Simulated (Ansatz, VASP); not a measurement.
Two plane-wave programs on AlNi3

Contents of POSCAR:

```
AlNi3
1.0
    5.0091156652      0.0000000000      0.0000000000
   -2.5045578326      4.3380214166      0.0000000000
    0.0000000000      0.0000000000      4.0402563800
Al Ni
2 6
Direct
    0.6666666700      0.3333333300      0.2500000000
    0.3333333300      0.6666666700      0.7500000000
    0.3285200000      0.1642600000      0.7500000000
    0.8357400000      0.1642600000      0.7500000000
    0.8357400000      0.6714800000      0.7500000000
    0.6714800000      0.8357400000      0.2500000000
    0.1642600000      0.8357400000      0.2500000000
    0.1642600000      0.3285200000      0.2500000000
```

Contents of INCAR.step1:

```
PREC = Accurate
ENCUT = 520
ISMEAR = 0
SIGMA = 0.1
LREAL = F
LASPH = T
NELM = 150
ISPIN = 2
MAGMOM = 0 0 2 2 2 2 2 2
LMAXMIX = 4
NBANDS = 47
GGA = PE
ALGO = Normal
EDIFF = 1E-4
LWAVE = T
LCHARG = F
```

The input INCAR.step2:

```
PREC = Accurate
ENCUT = 520
EDIFF = 1E-6
ISMEAR = 0
SIGMA = 0.1
LREAL = F
LASPH = T
NELM = 150
ALGO = Normal
ISIF = 2
LWAVE = F
LCHARG = F
ISPIN = 2
MAGMOM = 0 0 2 2 2 2 2 2
LORBIT = 11
LMAXMIX = 4
METAGGA = R2SCAN
LMIXTAU = T
NBANDS = 47
ISTART = 1
```

KPOINTS

```
regular mesh
0
Gamma
  6 6 4
```

Input for Ansatz:

```yaml
crystal:
  lattice:
    - [5.0091156652, 0.0, 0.0]
    - [-2.5045578326, 4.3380214166, 0.0]
    - [0.0, 0.0, 4.04025638]
  atoms:
    - { symbol: Al, position: [0.66666667, 0.33333333, 0.25] }
    - { symbol: Al, position: [0.33333333, 0.66666667, 0.75] }
    - { symbol: Ni, position: [0.32852, 0.16426, 0.75], spin: 2.0 }
    - { symbol: Ni, position: [0.83574, 0.16426, 0.75], spin: 2.0 }
    - { symbol: Ni, position: [0.83574, 0.67148, 0.75], spin: 2.0 }
    - { symbol: Ni, position: [0.67148, 0.83574, 0.25], spin: 2.0 }
    - { symbol: Ni, position: [0.16426, 0.83574, 0.25], spin: 2.0 }
    - { symbol: Ni, position: [0.16426, 0.32852, 0.25], spin: 2.0 }
basis:
  ecutwfc: 500
kpoints:
  mp_grid: { grid: [6, 6, 4] }
hamiltonian:
  xc: r2scan
scf:
  occupations: { method: gaussian, width: 0.1 }
  lower_state_search: "off"
output:
  forces: true
  stress: true
  eigenvalues: true
  populations: true
magnetization:
  spin_polarized: true
```

Alike in both runs: task single point; functional r2SCAN; k mesh 6 × 6 × 4; occupations gaussian, width 0.1 eV; collinear spin.

|  | VASP | Ansatz |
| --- | --- | --- |
| version | VASP 6.6.1 | Ansatz 0.2.0 |
| potentials or method | VASP PAW PBE potentials, release 64 (Al, Ni), cutoff 520 eV | scalar-relativistic, plane waves, PAW |
| valence electrons in the cell | 66 | 114 |

Ansatz gave:

| Property | Result |
| --- | --- |
| gap on the k mesh at the Fermi level (eV) | none |
| pressure (GPa) | 0.4 |
| traceless stress, the component that is largest in VASP (GPa) | 0.48 |
| rms of the force components (eV/Å) | 0.016 |
| net moment per atom (μB) | 0.25 |
| size of the moment on the site where the two differ most (μB) | 0.38 |

**Question.** Which values does VASP return?

**Answer.** gap on the k mesh at the Fermi level (eV): none; pressure (GPa): 0.4; traceless stress, the component that is largest in VASP (GPa): 0.14; rms of the force components (eV/Å): 0.026; net moment per atom (μB): 0.23; size of the moment on the site where the two differ most (μB): 0.33.

VASP's potentials were made for PBE, not for r2SCAN. Site moments also hang on the region over which each program counts them. Atom by atom the forces differ by 0.010 eV/Å (rms over components). A gap of «none» marks a metal or a gap that the smearing closes. The functional is the same, so the differences come from potentials, cutoffs and numerics. VASP's potentials hold 66 valence electrons a cell and Ansatz's 114, so a difference there can come from the potentials and not from the codes. Ansatz's warnings: stability check not made.

The k mesh is coarse, so the values compare programs but aren't converged.
